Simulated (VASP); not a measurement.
# PbS (R3m) in VASP: notebook

The runs below take PbS through single point, with LDA.

Everything below comes from runs of VASP 6.6.1. Logs are shortened: lines on timing, memory, paths and dates and some standing lists are left out, and cuts for length are marked.

## 1. The cell of the first run

The structure is trigonal, space group R3m (No. 160). Conventional cell: a = 4.014 Å, b = 4.014 Å, c = 10.356 Å, α = 90.00°, β = 90.00°, γ = 120.00°. Pb (site symmetry 3m) has 6 S at 2.86 to 2.92 Å within 3.8 Å. S (site symmetry 3m) has 6 Pb at 2.86 to 2.92 Å within 3.8 Å.

## 2. Single point, LDA

Contents of INCAR:

```
SYSTEM = PbS
  PREC = Accurate
  ENCUT = 500
  EDIFF = 1E-6
  ISMEAR = -1
  SIGMA = 0.02
  LREAL = .FALSE.
  LASPH = .TRUE.
  NELM = 120
  ALGO = Normal
  ISIF = 2
  LWAVE = .FALSE.
  LCHARG = .FALSE.
  NBANDS = 17
  GGA_COMPAT = .FALSE.
```

Contents of KPOINTS:

```
Automatic mesh
0
G
  6 6 6
  0 0 0
```

Contents of POSCAR:

```
PbS
1.0
    2.0070289000      1.1587587000      3.4519160000
   -2.0070289000      1.1587587000      3.4519160000
    0.0000000000     -2.3175174000      3.4519160000
Pb S
1 1
Direct
    0.9805660000      0.9805660000      0.9805660000
    0.4750360000      0.4750360000      0.4750360000
```

Potentials or basis: VASP PAW LDA potentials, release 64 (Pb_d, S).

Launch:

```sh
$ cat potpaw_LDA.64/Pb_d/POTCAR potpaw_LDA.64/S/POTCAR > POTCAR
$ mpirun -np 1 vasp_std > vasp.out
```

OUTCAR:

```text
SYSTEM = PbS
   PREC = Accurate
   ENCUT = 500
   EDIFF = 1E-6
   ISMEAR = -1
   LREAL = .FALSE.
   LASPH = .TRUE.
   NELM = 120
   ISIF = 2

 ion  position               nearest neighbor table
   1  0.981  0.981  0.981-   2 2.86   2 2.86   2 2.86   2 2.92   2 2.92   2 2.92
   2  0.475  0.475  0.475-   1 2.86   1 2.86   1 2.86   1 2.92   1 2.92   1 2.92

  LATTYP: Found a trigonal (rhomboedric) cell.
 ALAT       =     4.1577170179
 COS(alpha) =     0.5339554805

  Lattice vectors:

 A1 = (   2.0070289000,   1.1587587000,   3.4519160000)
 A2 = (  -2.0070289000,   1.1587587000,   3.4519160000)
 A3 = (   0.0000000000,  -2.3175174000,   3.4519160000)

Analysis of symmetry for initial positions (statically):
=====================================================================
 Subroutine PRICEL returns:
 Original cell was already a primitive cell.

 Routine SETGRP: Setting up the symmetry group for a
 trigonal (rhombohedral) supercell.

 Subroutine GETGRP returns: Found  6 space group operations
 (whereof  6 operations were pure point group operations)
 out of a pool of 12 trial point group operations.

The static configuration has the point symmetry C_3v.

Analysis of symmetry for dynamics (positions and initial velocities):
=====================================================================
 Subroutine PRICEL returns:
 Original cell was already a primitive cell.

 Routine SETGRP: Setting up the symmetry group for a
 trigonal (rhombohedral) supercell.

 Subroutine GETGRP returns: Found  6 space group operations
 (whereof  6 operations were pure point group operations)
 out of a pool of 12 trial point group operations.

The dynamic configuration has the point symmetry C_3v.

 Subroutine INISYM returns: Found  6 space group operations
 (whereof  6 operations are pure point group operations),
 and found     1 'primitive' translations

----------------------------------------------------------------------------------------

                                     Primitive cell

  volume of cell :      48.1679

  direct lattice vectors                    reciprocal lattice vectors
     2.007028900  1.158758700  3.451916000     0.249124465  0.143832074  0.096564729
[... 75 lines left out ...]
   NGXF,Y,Z  is equivalent  to a cutoff of  23.99, 23.99, 23.99 a.u.
 SYSTEM =  PbS
   PREC   = accura    normal or accurate (medium, high low for compatibility)
   ISTART =      0    job   : 0-new  1-cont  2-samecut
   ICHARG =      2    charge: 1-file 2-atom 10-const
   ISPIN  =      1    spin polarized calculation?
   LNONCOLLINEAR =      F non collinear calculations
   LSORBIT =      F    spin-orbit coupling
   LASPH  =      T    aspherical Exc in radial PAW
   ENCUT  =  500.0 eV  36.75 Ry    6.06 a.u.   7.58  7.58  7.58*2*pi/ulx,y,z
   NELM   =    120;   NELMIN=  2; NELMDL= -5     # of ELM steps
   EDIFF  = 0.1E-05   stopping-criterion for ELM
   LREAL  =      F    real-space projection
   EDIFFG = 0.1E-04   stopping-criterion for IOM
   NSW    =      0    number of steps for IOM
   IBRION =     -1    ionic relax: 0-MD 1-quasi-New 2-CG
   NFREE  =      0    steps in history (QN), initial steepest desc. (CG)
   ISIF   =      2    stress and relaxation
   ISYM   =      2    0-nonsym 1-usesym 2-fastsym
   POTIM  = 0.5000    time-step for ionic-motion
   TEBEG  =    0.0;   TEEND  =   0.0 temperature during run
   PSTRESS=    0.0 pullay stress
   NELECT =      20.0000    total number of electrons
   NUPDOWN=      -1.0000    fix difference up-down
   EMIN   =  10.00;   EMAX   =-10.00  energy-range for DOS
   EFERMI =   0.00;   METHOD = LEGACY
   ISMEAR =    -1;   SIGMA  =   0.02  broadening in eV -4-tet -1-fermi 0-gaus
   EFERMI_NEDOS =   21; number of points for ismear=-14 and -15
   IALGO  =     38    algorithm
   IMIX   =      4    mixing-type and parameters
     AMIX     =   0.40;   BMIX     =  1.00
     AMIX_MAG =   1.60;   BMIX_MAG =  1.00
  volume/ion in A,a.u.               =      24.08       162.53
  Fermi-wavevector in a.u.,A,eV,Ry     =   1.221327  2.307974 20.295005  1.491641
  Thomas-Fermi vector in A             =   2.356514
   LORBIT       =      0    0 simple, 1 ext, 2 COOP (PROOUT), +10 PAW based schemes
   GGA     = CA    functional components
   LHFCALC =     F    Hartree Fock is set to
   AEXX    =    0.0000 exact exchange contribution
   IVDW    =     0    specifies the selected vdW correction
   LEPSILON=     F    determine dielectric tensor
   LRPA    =     F    only Hartree local field effects (RPA)
 non-spin polarized calculation
  energy-cutoff  :      500.00
  volume of cell :       48.17
 maximum number of plane-waves:      1267
   NGX = 15   NGY = 15   NGZ = 15

 number of electron      19.9999998 magnetization

 Free energy of the ion-electron system (eV)
  ---------------------------------------------------
  ext. energy  EPLUGINS =         0.00000000
  ---------------------------------------------------
  free energy    TOTEN  =        -9.98152002 eV

  energy without entropy =       -9.98116416  energy(sigma->0) =       -9.98134209

 E-fermi :   6.7043     XC(G=0): -10.4038

 val. band max:        6.5412739113   @ k =   0.5000   0.0000   0.0000
 cond. band min:       6.7181575590   @ k =   0.5000   0.0000   0.0000
 fundamental gap:      0.1768836477
 Fermi energy:         6.7043071775

 k-point     1 :       0.0000    0.0000    0.0000
  band No.  band energies     occupation
      1     -10.2595      2.00000
      2     -10.2595      2.00000
      3     -10.2538      2.00000
      4     -10.2355      2.00000
      5     -10.2355      2.00000
      6      -7.6465      2.00000
[... 457 lines left out ...]
      4     -10.1975      2.00000
      5     -10.1643      2.00000
      6      -5.5198      2.00000
[... 9 lines left out ...]
     16      18.4041      0.00000
     17      19.1827      0.00000

 [... further k-points ...]
[... 5 lines left out ...]
  --------------------------------------------------------------------------------------
  -------------------------------------------------------------------------------------
  Total        0.8183458      0.8183459      0.3081470      0.0000000      0.0000000      0.0000000
  in kB       27.2200773     27.2200784     10.2496824      0.0000000      0.0000000      0.0000000
  external PRESSURE =      21.5632793 kB  Pullay stress =       0.0000000 kB

 VOLUME and BASIS-vectors are now :
 -----------------------------------------------------------------------------
  energy-cutoff  :      500.00
  volume of cell :       48.17
      direct lattice vectors                 reciprocal lattice vectors
     2.007028900  1.158758700  3.451916000     0.249124465  0.143832074  0.096564729
    -2.007028900  1.158758700  3.451916000    -0.249124465  0.143832074  0.096564729
     0.000000000 -2.317517400  3.451916000     0.000000000 -0.287664147  0.096564729

 POSITION                                       TOTAL-FORCE (eV/Angst)
 -----------------------------------------------------------------------------------
      0.00000      0.00000     10.15449         0.000000      0.000000     -0.057739
      0.00000      0.00000      4.91935         0.000000      0.000000      0.057739
 -----------------------------------------------------------------------------------
    total drift:                               -0.000000     -0.000000     -0.000371

  FREE ENERGIE OF THE ION-ELECTRON SYSTEM (eV)
  ---------------------------------------------------
  free  energy   TOTEN  =        -9.9815200165 eV

  energy  without entropy=       -9.9811641592  energy(sigma->0) =       -9.98134209
```

Wall time 20 s (1 thread of Intel Xeon 6975P-C, shared host); peak memory 0.16 GiB.

What came out:

```yaml
Free_energy: -9.9815 eV
Pressure: 2.2 GPa
Largest_force: 0.058 eV/Å
Band_gap_on_the_k_mesh: zero (band 10 reaches 6.86 eV, above the bottom of band 11 at 6.72 eV)
```

Forces on the atoms (eV/Å):
```
Pb   0.000  0.000 -0.058
S    0.000  0.000  0.058
```

Caveat: spin-orbit coupling is left out, which moves the levels of the heavy elements.

## 3. Single point, LDA

This run uses another cell than the first one, of 25.37 Å³/atom, 1.053 times its volume.

Contents of INCAR:

```
ALGO = Normal
EDIFF = 1E-6
ENCUT = 500
GGA_COMPAT = False
ISIF = 2
ISMEAR = -1
LASPH = True
LCHARG = True
LELF = True
LREAL = False
LVHAR = True
LWAVE = False
NBANDS = 17
NELM = 120
PREC = Accurate
SIGMA = 0.02
```

Contents of KPOINTS:

```
k-points
0
Gamma
  6 6 6
```

Contents of POSCAR:

```
PbS
1.0
    2.0598454500      1.1892523500      3.4519160000
   -2.0598454500      1.1892523500      3.4519160000
    0.0000000000     -2.3785047000      3.4519160000
Pb S
1 1
Direct
    0.9805660000      0.9805660000      0.9805660000
    0.4750360000      0.4750360000      0.4750360000
```

Potentials or basis: VASP PAW LDA potentials, release 64 (Pb_d, S).

Launch:

```sh
$ cat potpaw_LDA.64/Pb_d/POTCAR potpaw_LDA.64/S/POTCAR > POTCAR
$ mpirun -np 1 vasp_std > vasp.out
```

Run time: 17 s. Hardware: 1 thread of Intel Xeon 6975P-C, shared host; peak memory 0.17 GiB.

The run converged. Its results:

| Item | Value |
| --- | --- |
| Free energy | -9.9972 eV |
| Pressure | -1.0 GPa |
| Largest force | 0.004 eV/Å |
| Band gap on the k mesh | 0.06 eV, indirect (least direct gap 0.13 eV) |

Forces on the atoms (eV/Å):
```
Pb   0.000  0.000 -0.004
S    0.000  0.000  0.004
```

Stress tensor (GPa, compression positive):
```
-0.70  0.00  0.00
 0.00 -0.70  0.00
 0.00  0.00 -1.70
```

Levels at points of the mesh, in eV from the valence-band top:
| k point | band 7 | band 8 | band 9 | band 10 | band 11 | band 12 | band 13 | band 14 |
| --- | --- | --- | --- | --- | --- | --- | --- | --- |
| (0.00, 0.00, 0.00) | -6.08 | -2.49 | -2.29 | -2.29 | 5.06 | 5.10 | 5.10 | 6.36 |
| (0.50, 0.00, 0.00) | -9.11 | -1.99 | -1.92 | -0.07 | 0.06 | 1.64 | 1.75 | 8.46 |
| (0.50, 0.50, 0.00) | -7.38 | -5.54 | -3.78 | -3.62 | 3.54 | 5.40 | 5.61 | 5.74 |
| (0.50, 0.50, 0.50) | -9.23 | -1.87 | -1.87 | 0.00 | 0.31 | 1.88 | 1.88 | 8.43 |

Caveat: spin-orbit coupling is left out, which moves the levels of the heavy elements.

## 4. Single point, LDA

This run uses another cell than the first one, of 26.69 Å³/atom, 1.108 times its volume.

Contents of INCAR:

```
PREC = Accurate
ENCUT = 500
EDIFF = 1E-6
ISMEAR = -1
SIGMA = 0.02
LREAL = F
LASPH = T
NELM = 120
ALGO = Normal
ISIF = 2
LWAVE = F
LCHARG = T
GGA = CA
LELF = T
LVHAR = T
NBANDS = 17
GGA_COMPAT = F
```

Contents of KPOINTS:

```
Automatic mesh
0
Gamma
  6 6 6
```

Contents of POSCAR:

```
PbS
1.0
    2.1126620000      1.2197460000      3.4519160000
   -2.1126620000      1.2197460000      3.4519160000
    0.0000000000     -2.4394920000      3.4519160000
Pb S
1 1
Direct
    0.9805660000      0.9805660000      0.9805660000
    0.4750360000      0.4750360000      0.4750360000
```

Launch:

```sh
$ cat potpaw_LDA.64/Pb_d/POTCAR potpaw_LDA.64/S/POTCAR > POTCAR
$ mpirun -np 1 vasp_std > vasp.out
```

It took 21 s on 1 thread of Intel Xeon 6975P-C, shared host; peak memory 0.17 GiB.

Results (log left out):

```yaml
Free_energy: -9.9615 eV
Pressure: -3.7 GPa
Largest_force: 0.014 eV/Å
Band_gap_on_the_k_mesh: 0.31 eV, direct
```

Forces on the atoms (eV/Å):
```
Pb   0.000  0.000  0.014
S    0.000  0.000 -0.014
```

Levels at points of the mesh, in eV from the valence-band top:
```
           k point  band 6  band 7  band 8  band 9  band 10  band 11  band 12  band 13  band 14  band 15
(0.00, 0.00, 0.00)  -13.34   -6.09   -2.02   -2.02    -2.02     5.01     5.03     5.03     6.74     6.74
(0.50, 0.00, 0.00)  -12.11   -8.76   -1.64   -1.64     0.00     0.31     1.92     1.93     8.47    10.15
(0.50, 0.50, 0.00)  -11.71   -7.22   -5.03   -3.29    -3.28     3.83     5.42     5.51     5.53    11.19
(0.50, 0.50, 0.50)  -12.12   -8.76   -1.64   -1.64    -0.05     0.35     1.92     1.92     8.46    10.15
```

Caveat: spin-orbit coupling is left out, which moves the levels of the heavy elements. A k mesh can miss the band edges.

## 5. The runs side by side

```csv
cell,gap on the mesh (eV),pressure (GPa),largest force (eV/Å)
"a = 4.158 Å, angles 57.7°, 2 atoms",none,2.2,0.06
"a = 4.192 Å, angles 58.9°, 2 atoms",0.06,-1.0,-
"a = 4.227 Å, angles 60.0°, 2 atoms",0.31,-3.7,0.01
```

Alike in all rows: task single point; level LDA; potentials or basis VASP PAW LDA potentials, release 64 (Pb_d, S); no spin polarisation; k mesh 6 × 6 × 6; cutoff (eV) 500; smearing fermi-dirac 0.02 eV.

Caveats: spin-orbit coupling is left out, which moves the levels of the heavy elements.

Absolute energies hang on the potentials; compare differences alone.
